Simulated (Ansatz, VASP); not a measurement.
This is a calculation of Fe for VASP 6.6.1.

INCAR

```
SYSTEM = Fe
PREC = Accurate
ENCUT = 550
EDIFF = 1E-7
ISMEAR = 0
SIGMA = 0.05
LREAL = .FALSE.
LASPH = .TRUE.
NELM = 120
ALGO = Fast
ISIF = 2
LWAVE = .FALSE.
LCHARG = .FALSE.
ISPIN = 2
MAGMOM = 3
LORBIT = 11
LMAXMIX = 4
GGA = PE
NBANDS = 14
```

The input KPOINTS:

```
regular mesh
0
G
  13 13 13
  0 0 0
```

The input POSCAR:

```
Fe
1.0
   -1.4430000000      1.4430000000      1.4430000000
    1.4430000000     -1.4430000000      1.4430000000
    1.4430000000      1.4430000000     -1.4430000000
Fe
1
Direct
    0.0000000000      0.0000000000      0.0000000000
```

Potentials or basis: VASP PAW PBE potentials, release 64 (Fe_GW).

Run with:

```console
$ cat potpaw_PBE.64/Fe_GW/POTCAR > POTCAR
$ mpirun -np 1 vasp_std > vasp.out
```

**Question.** Set up the same calculation for Ansatz 0.2.0. Potentials there: Ansatz PAW.

**Answer.** As run (the cutoff follows the program's own potentials):

The input input.yaml:

```yaml
crystal:
  lattice:
    - [-1.443, 1.443, 1.443]
    - [1.443, -1.443, 1.443]
    - [1.443, 1.443, -1.443]
  atoms:
    - { symbol: Fe, position: [0.0, 0.0, 0.0], spin: 3.0 }
hamiltonian:
  xc: pbe
  pseudopotentials: { kind: paw }
magnetization:
  spin_polarized: true
kpoints:
  mp_grid: { grid: [13, 13, 13] }
scf:
  occupations: { method: gaussian, width: 0.05 }
output:
  forces: true
  stress: true
  eigenvalues: true
```

Potentials or basis: Ansatz PAW.

Run with:

```sh
$ ansatz run input.yaml --threads 2 --pin off --max-ram 5632MiB --backend cpu --events-out ev --progress --plain --runs-dir out
```

Both were run:

|  | VASP | Ansatz | Ansatz less VASP |
| --- | --- | --- | --- |
| gap on the k mesh at the Fermi level (eV) | none | none | - |
| pressure (GPa) | -10.0 | -9.5 | +0.52 |
| net moment per atom (μB) | 2.28 | 2.25 | -0.023 |
| size of the moment on the site where the two differ most (μB) | 2.27 | 2.31 | +0.048 |

Site moments also hang on the region over which each program counts them. A gap of «none» marks a metal or a gap that the smearing closes. The functional is the same, so the differences come from potentials, cutoffs and numerics. VASP's potentials hold 8 valence electrons a cell and Ansatz's 16, so a difference there can come from the potentials and not from the codes.
